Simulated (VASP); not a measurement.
The system is GaN (gallium nitride).

```
Ga N
1.0
     3.19000    0.00000    0.00000
    -1.59500    2.76262    0.00000
     0.00000    0.00000    5.18900
Ga N
2 2
Direct
  0.33333 0.66667 0.00000
  0.66667 0.33333 0.50000
  0.33333 0.66667 0.37680
  0.66667 0.33333 0.87680
```

```yaml
Program: VASP 6.6.1
Task: relaxation of cell and atoms
Functional: PBE
Potentials_or_basis: VASP PAW PBE potentials, release 64 (Ga_d, N)
Cutoff: 600 eV
k_mesh: 10 × 10 × 6
Occupations: gaussian, width 0.01 eV
Spin: no spin polarisation
```

At the start: pressure 5.1 GPa; volume 11.43 Å³/atom.

**Question.** How do energy, volume and symmetry change on relaxing?

**Answer.** Over 7 steps the energy falls by 5.0 meV/atom and the volume is 11.76 Å³/atom (+2.8 %); space group P6_3mc (No. 186, to 0.05 Å).

Step by step:
```csv
step,energy change (eV),largest force (eV/Å),pressure (GPa),volume (Å³)
1,0.0000,0.0063,5.05,45.73
2,-0.0061,0.0080,-3.84,48.16
3,-0.0200,0.0029,-0.02,47.03
4,-0.0200,0.0028,0.09,47.00
5,-0.0200,0.0042,0.08,47.00
6,-0.0200,0.0048,0.08,47.00
7,-0.0200,0.0007,-0.01,47.03
```

Final structure:
```cif
data_structure
_symmetry_space_group_name_H-M 'P 1'
_symmetry_Int_Tables_number 1
_cell_length_a 3.2183
_cell_length_b 3.2183
_cell_length_c 5.2433
_cell_angle_alpha 90.000
_cell_angle_beta 90.000
_cell_angle_gamma 120.000
_cell_volume 47.03
loop_
_atom_site_label
_atom_site_type_symbol
_atom_site_fract_x
_atom_site_fract_y
_atom_site_fract_z
_atom_site_occupancy
Ga1 Ga 0.33333 0.66667 0.00003 1
Ga2 Ga 0.66667 0.33333 0.50003 1
N1 N 0.33333 0.66667 0.37677 1
N2 N 0.66667 0.33333 0.87677 1
```
